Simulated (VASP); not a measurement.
SiC:

```
Si C
1.0
     5.09220    0.00000    0.00000
     0.00000    5.09220    0.00000
     0.00000    0.00000    3.00755
Si C
4 4
Cartesian
  3.4747 3.4747 0.0000
  4.1636 0.9286 1.5038
  1.6175 1.6175 0.0000
  0.9286 4.1636 1.5038
  4.1636 4.1636 1.5038
  3.4747 1.6175 0.0000
  0.9286 0.9286 1.5038
  1.6175 3.4747 0.0000
```

The cell was generated, and may not be a known phase.

```yaml
Program: VASP 6.6.1
Task: relaxation of cell and atoms
Functional: PBE
Potentials_or_basis: VASP PAW PBE potentials, release 64 (Si, C)
Cutoff: 600 eV
k_mesh: 4 × 4 × 6
Occupations: gaussian, width 0.1 eV
Spin: no spin polarisation
```

At the start: pressure 28.6 GPa; volume 9.75 Å³/atom.

Problem. How do energy, volume and symmetry change on relaxing?

Solution. Over 9 steps the energy falls by 110.2 meV/atom and the volume is 10.95 Å³/atom (+12.3 %); space group P4_2/mnm (No. 136, to 0.1 Å) before and after.

Step by step:
| step | energy change (eV) | largest force (eV/Å) | pressure (GPa) | volume (Å³) |
| --- | --- | --- | --- | --- |
| 1 | 0.0000 | 0.9264 | 28.58 | 77.99 |
| 2 | -0.0533 | 0.0929 | -19.67 | 99.31 |
| 3 | -0.8365 | 0.4093 | -1.16 | 87.98 |
| 4 | -0.8369 | 0.4171 | -0.68 | 87.76 |
| 5 | -0.8780 | 0.1976 | -0.36 | 87.77 |
| 6 | -0.8780 | 0.1989 | -0.36 | 87.77 |
| 7 | -0.8786 | 0.1976 | 0.33 | 87.49 |
| 8 | -0.8812 | 0.0675 | -0.01 | 87.62 |
| 9 | -0.8818 | 0.0277 | 0.00 | 87.59 |

Final structure:
```cif
data_structure
_symmetry_space_group_name_H-M 'P 1'
_symmetry_Int_Tables_number 1
_cell_length_a 5.3231
_cell_length_b 5.3231
_cell_length_c 3.0913
_cell_angle_alpha 90.000
_cell_angle_beta 90.000
_cell_angle_gamma 90.000
_cell_volume 87.59
loop_
_atom_site_label
_atom_site_type_symbol
_atom_site_fract_x
_atom_site_fract_y
_atom_site_fract_z
_atom_site_occupancy
Si1 Si 0.67569 0.67569 0.00000 1
Si2 Si 0.82431 0.17569 0.50000 1
Si3 Si 0.32431 0.32431 0.00000 1
Si4 Si 0.17569 0.82431 0.50000 1
C1 C 0.81560 0.81560 0.50000 1
C2 C 0.68440 0.31560 0.00000 1
C3 C 0.18440 0.18440 0.50000 1
C4 C 0.31560 0.68440 0.00000 1
```
